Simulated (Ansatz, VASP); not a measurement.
FeS2: VASP beside Ansatz

The input INCAR:

```
PREC = Accurate ; ENCUT = 600
EDIFF = 1E-6 ; ISMEAR = 0
SIGMA = 0.05 ; LREAL = F
LASPH = T ; NELM = 200
ALGO = Normal ; ISIF = 2
LWAVE = F ; LCHARG = T
ISPIN = 2 ; MAGMOM = 4 4 4 4 0 0 0 0 0 0 0 0
LORBIT = 11 ; LMAXMIX = 4
LDAU = T ; LDAUTYPE = 2
LDAUL = 2 -1 ; LDAUU = 4 0
LDAUJ = 0 0 ; LDAUPRINT = 1
GGA = PE ; LELF = T
LVHAR = T ; NBANDS = 56
GGA_COMPAT = F
```

File KPOINTS:

```
regular mesh
0
Gamma
  3 3 3
```

File POSCAR:

```
FeS2
1.0
    5.4178000000      0.0000000000      0.0000000000
    0.0000000000      5.4178000000      0.0000000000
    0.0000000000      0.0000000000      5.4178000000
Fe S
4 8
Direct
    0.0000000000      0.0000000000      0.0000000000
    0.5000000000      0.0000000000      0.5000000000
    0.5000000000      0.5000000000      0.0000000000
    0.0000000000      0.5000000000      0.5000000000
    0.3848200000      0.3848200000      0.3848200000
    0.1151800000      0.6151800000      0.8848200000
    0.8848200000      0.1151800000      0.6151800000
    0.6151800000      0.8848200000      0.1151800000
    0.6151800000      0.6151800000      0.6151800000
    0.8848200000      0.3848200000      0.1151800000
    0.1151800000      0.8848200000      0.3848200000
    0.3848200000      0.1151800000      0.8848200000
```

Input for Ansatz:

```yaml
crystal:
  lattice:
    - [5.4178, 0.0, 0.0]
    - [0.0, 5.4178, 0.0]
    - [0.0, 0.0, 5.4178]
  atoms:
    - { symbol: Fe, position: [0.0, 0.0, 0.0], spin: 4.0 }
    - { symbol: Fe, position: [0.5, 0.0, 0.5], spin: 4.0 }
    - { symbol: Fe, position: [0.5, 0.5, 0.0], spin: 4.0 }
    - { symbol: Fe, position: [0.0, 0.5, 0.5], spin: 4.0 }
    - { symbol: S, position: [0.38482, 0.38482, 0.38482] }
    - { symbol: S, position: [0.11518, 0.61518, 0.88482] }
    - { symbol: S, position: [0.88482, 0.11518, 0.61518] }
    - { symbol: S, position: [0.61518, 0.88482, 0.11518] }
    - { symbol: S, position: [0.61518, 0.61518, 0.61518] }
    - { symbol: S, position: [0.88482, 0.38482, 0.11518] }
    - { symbol: S, position: [0.11518, 0.88482, 0.38482] }
    - { symbol: S, position: [0.38482, 0.11518, 0.88482] }
basis:
  ecutwfc: 420
  ecutrho_ratio: 4
kpoints:
  mp_grid: { grid: [3, 3, 3] }
hamiltonian:
  xc: pbe
  hubbard: { sites: [{ species: Fe, l: d, u_eff: 4.0 }] }
scf:
  occupations: { method: gaussian, width: 0.05 }
output:
  forces: true
  stress: true
  eigenvalues: true
  populations: true
  hubbard: { sites: [{ species: Fe, l: d }] }
magnetization:
  spin_polarized: true
```

Alike in both runs: task single point; functional PBE; k mesh 3 × 3 × 3; occupations gaussian, width 0.05 eV; collinear spin; Hubbard terms Fe d U = 4.0 eV.

|  | VASP | Ansatz |
| --- | --- | --- |
| version | VASP 6.6.1 | Ansatz 0.2.0 |
| potentials or method | VASP PAW PBE potentials, release 64 (Fe, S), cutoff 600 eV | scalar-relativistic, plane waves, PAW |
| valence electrons in the cell | 80 | 112 |

VASP gave:

| Item | Value |
| --- | --- |
| pressure (GPa) | 20.7 |
| rms of the force components (eV/Å) | 0.275 |
| net moment per atom (μB) | 0.66 |
| size of the moment on the site where the two differ most (μB) | 2.20 |

Task: Estimate Ansatz's values.

Result: Pressure (GPa): 5.2; rms of the force components (eV/Å): 0.296; net moment per atom (μB): 0.00; size of the moment on the site where the two differ most (μB): 0.00.

The net moments are unlike, so the other rows may belong to different states. Site moments also hang on the region over which each program counts them. The programs project onto different local orbitals, so the same U acts differently, and such runs can settle in different states. Atom by atom the forces differ by 0.021 eV/Å (rms over components). VASP's potentials hold 80 valence electrons a cell and Ansatz's 112, so a difference there can come from the potentials and not from the codes. Ansatz's warnings: seeded moment not kept.

The k mesh is coarse, so the values compare programs but aren't converged.
